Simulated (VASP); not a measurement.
BeS2:

```xyz
6
Lattice="-2.6050 2.6050 4.1901 2.6050 -2.6050 4.1901 2.6050 2.6050 -4.1901" Properties=species:S:1:pos:R:3 pbc="T T T"
Be    0.0000    0.0000    0.0000
Be    0.0000    2.6050    2.0950
S     1.1837    1.3025    1.0475
S    -1.3025    1.4213    3.1425
S     1.4213    1.3025    5.2376
S     3.9075    1.1837   -1.0475
```

```yaml
Program: VASP 6.6.1
Task: relaxation of cell and atoms
Functional: PBE
Potentials_or_basis: VASP PAW PBE potentials, release 64 (Be, S)
Cutoff: 600 eV
k_mesh: 6 × 6 × 6
Occupations: gaussian, width 0.1 eV
Spin: no spin polarisation
```

At the start: pressure -1.0 GPa; volume 18.96 Å³/atom.

Task: Where does the relaxation end?

Result: Over 12 steps the energy falls by 95.9 meV/atom and the volume is 15.75 Å³/atom (-16.9 %); space group I-42d (No. 122, to 0.05 Å).

Step by step:
```
step  energy change (eV)  largest force (eV/Å)  pressure (GPa)  volume (Å³)
   1              0.0000                0.5176           -1.03       113.73
   2             -0.0821                0.5317           -0.97       111.74
   3             -0.3045                0.5428           -0.54       105.79
   4             -0.4887                0.3538            2.25        94.12
   5             -0.5073                0.2069           -1.23        95.75
   6             -0.5203                0.0065            0.06        95.10
   7             -0.5387                0.0062           -0.06        95.14
   8             -0.5737                0.0058           -0.38        95.13
   9             -0.5745                0.0072           -0.43        95.11
  10             -0.5747                0.0066           -0.42        95.12
  11             -0.5746                0.0694            0.48        93.92
  12             -0.5755                0.0376            0.01        94.53
```

Final structure:
```cif
data_structure
_symmetry_space_group_name_H-M 'P 1'
_symmetry_Int_Tables_number 1
_cell_length_a 5.3482
_cell_length_b 5.3482
_cell_length_c 5.3482
_cell_angle_alpha 126.991
_cell_angle_beta 126.991
_cell_angle_gamma 78.266
_cell_volume 94.53
loop_
_atom_site_label
_atom_site_type_symbol
_atom_site_fract_x
_atom_site_fract_y
_atom_site_fract_z
_atom_site_occupancy
Be1 Be 0.00000 0.00000 0.00000 1
Be2 Be 0.75000 0.25000 0.50000 1
S1 S 0.37500 0.40799 0.53299 1
S2 S 0.59201 0.12500 0.96701 1
S3 S 0.87500 0.84201 0.46701 1
S4 S 0.15799 0.62500 0.03299 1
```

Caveat: the volume moved by over 15 % at a fixed basis, so the end points are rough.
